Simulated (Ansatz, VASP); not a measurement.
**ZnO: VASP beside Ansatz**

```xyz
4
Lattice="3.2905 0.0000 0.0000 -1.6453 2.8497 0.0000 0.0000 0.0000 5.0282" Properties=species:S:1:pos:R:3 pbc="T T T"
Zn    0.0000    1.8998    0.0079
Zn    1.6453    0.9499    2.5220
O     0.0000    1.8998    1.9892
O     1.6453    0.9499    4.5034
```

Alike in both runs: task single point; functional PBEsol; k mesh 9 × 9 × 6; occupations gaussian, width 0.05 eV; no spin polarisation.

|  | VASP | Ansatz |
| --- | --- | --- |
| version | VASP 6.6.1 | Ansatz 0.2.0 |
| potentials or method | VASP PAW PBE potentials, release 64 (Zn, O), cutoff 520 eV | scalar-relativistic, plane waves, PAW |
| valence electrons in the cell | 36 | 36 |

Ansatz gave:

* gap on the k mesh at the Fermi level (eV): 0.76
* least direct gap on the mesh (eV): 0.76
* pressure (GPa): -0.4
* traceless stress, the component that is largest in VASP (GPa): 3.42
* rms of the force components (eV/Å): 0.002

What did VASP give for the same quantities?

gap on the k mesh at the Fermi level (eV): 0.74; least direct gap on the mesh (eV): 0.74; pressure (GPa): 0.4; traceless stress, the component that is largest in VASP (GPa): 3.46; rms of the force components (eV/Å): 0.007.

VASP's potentials were made for PBE, not for PBEsol, and Ansatz warns of the same on its side. Atom by atom the forces differ by 0.005 eV/Å (rms over components). With one functional, cell and mesh, what is left measures potentials, basis and numerics.
